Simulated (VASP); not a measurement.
CO2, 6 atoms in the cell. The structure is tetragonal, space group I-42d (No. 122). Conventional cell: a = 3.965 Å, b = 3.965 Å, c = 5.982 Å, α = 90.00°, β = 90.00°, γ = 90.00°. Within 1.9 Å of C (site symmetry -4) lie 4 O at 1.40 Å. Within 1.9 Å of O (site symmetry 2) lie 2 C at 1.40 Å. 

- Program: VASP 6.6.1
- Task: single point
- Functional: PBE
- Potentials or basis: VASP PAW PBE potentials, release 64 (C, O)
- Cutoff: 520 eV
- k mesh: 8 × 8 × 8
- Occupations: gaussian, width 0.02 eV
- Spin: no spin polarisation
- Dipole correction: no
- Further INCAR settings: ALGO = Normal; EDIFF = 1e-06; NBANDS = 25

Potentials or basis: VASP PAW PBE potentials, release 64 (C, O).

Command:

```sh
$ cat potpaw_PBE.64/C/POTCAR potpaw_PBE.64/O/POTCAR > POTCAR
$ mpirun -np 1 vasp_std > vasp.out
```

Hardware: 1 thread of Intel(R) Xeon(R) Platinum 8488C (Sapphire Rapids) (shared host).

Problem. How long does it take, and how much memory?

Solution. Run time: 54 s on 1 thread of Intel(R) Xeon(R) Platinum 8488C (Sapphire Rapids) (shared host), peak memory 0.19 GiB. Counts: scf iterations 13, k points 59.
